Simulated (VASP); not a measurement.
A run of VASP 6.6.1 is set up as follows.

File INCAR:

```
SYSTEM = SnO
PREC = Accurate
ENCUT = 520
EDIFF = 1E-8
ISMEAR = -1
SIGMA = 0.01
LREAL = .FALSE.
LASPH = .TRUE.
NELM = 100
ALGO = Normal
ISIF = 2
LWAVE = .FALSE.
LCHARG = .FALSE.
GGA = PS
LEFG = .TRUE.
NBANDS = 28
```

KPOINTS

```
regular mesh
0
G
  8 8 6
  0 0 0
```

POSCAR

```
SnO
1.0
    3.6879400000      0.0000000000      0.0000000000
    0.0000000000      3.6879400000      0.0000000000
    0.0000000000      0.0000000000      4.8360000000
Sn O
2 2
Direct
    0.0000000000      0.5000000000      0.2385000000
    0.5000000000      0.0000000000      0.7615000000
    0.0000000000      0.0000000000      0.0000000000
    0.5000000000      0.5000000000      0.0000000000
```

Potentials or basis: VASP PAW PBE potentials, release 64 (Sn_d, O).

The run is started by

```sh
$ cat potpaw_PBE.64/Sn_d/POTCAR potpaw_PBE.64/O/POTCAR > POTCAR
$ mpirun -np 1 vasp_std > vasp.out
```

(1) Estimate the largest force.

(2) Predict the band gap on the k mesh.

(3) Predict the pressure.

Answers

(1) 0.942 eV/Å.

(2) zero (band 20 reaches 8.15 eV, above the bottom of band 21 at 7.78 eV).

(3) 7.6 GPa.

Caveat: the cell differs from its parent crystal (equal xx and yy strain of -3 %); without QUAD_EFG the Cq values of the log hold for a quadrupole moment of 1 mb, not for the nuclei; the PAW data sets were made with another functional, which shifts forces and pressure a little; spin-orbit coupling is left out, which moves the levels of the heavy elements.
